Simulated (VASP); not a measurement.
# C: single point with PBE

The system is C.

```xyz
1
Lattice="0.6420 -3.5236 0.0000 0.6420 3.5236 0.0000 0.0000 0.0000 3.4875" Properties=species:S:1:pos:R:3 pbc="T T T"
C     0.0000    0.0000    0.0000
```

```yaml
Program: VASP 6.6.1
Task: single point
Functional: PBE
Potentials_or_basis: VASP PAW PBE potentials, release 64 (C)
Cutoff: 520 eV
k_mesh: 20 × 20 × 6
Occupations: gaussian, width 0.02 eV
Spin: no spin polarisation
Dipole_correction: no
Further_INCAR_settings: ALGO = Normal; EDIFF = 1e-06; NBANDS = 8
```

```
Pressure               : -0.2 GPa
Band gap on the k mesh : zero (band 2 reaches 9.04 eV, above the bottom of band 3 at -5.85 eV)
```

Stress tensor (GPa, compression positive):
```
-0.32  0.00  0.00
 0.00 -0.07  0.00
 0.00  0.00 -0.08
```

Levels at points of the mesh, in eV from the Fermi level:
```tsv
k point	band 1	band 2	band 3	band 4	band 5	band 6	band 7
(0.00, 0.00, 0.00)	-16.43	-4.71	-4.66	4.56	9.46	17.22	17.40
(0.50, 0.00, 0.00)	-9.02	8.39	11.11	11.41	22.49	24.81	25.67
(0.50, 0.50, 0.00)	-16.23	-6.01	-4.54	8.03	8.31	13.00	17.67
(0.00, 0.00, 0.50)	-16.22	-6.03	-4.57	8.01	8.38	12.79	17.66
(0.50, 0.00, 0.50)	-9.00	8.71	10.90	11.18	21.57	23.23	29.21
(0.50, 0.50, 0.50)	-16.03	-5.76	-5.72	6.21	12.49	12.61	19.42
```

Wall time 34 s on 1 thread of Intel(R) Xeon(R) 6975P-C (Granite Rapids), with other jobs on the host, peak memory 0.18 GiB.
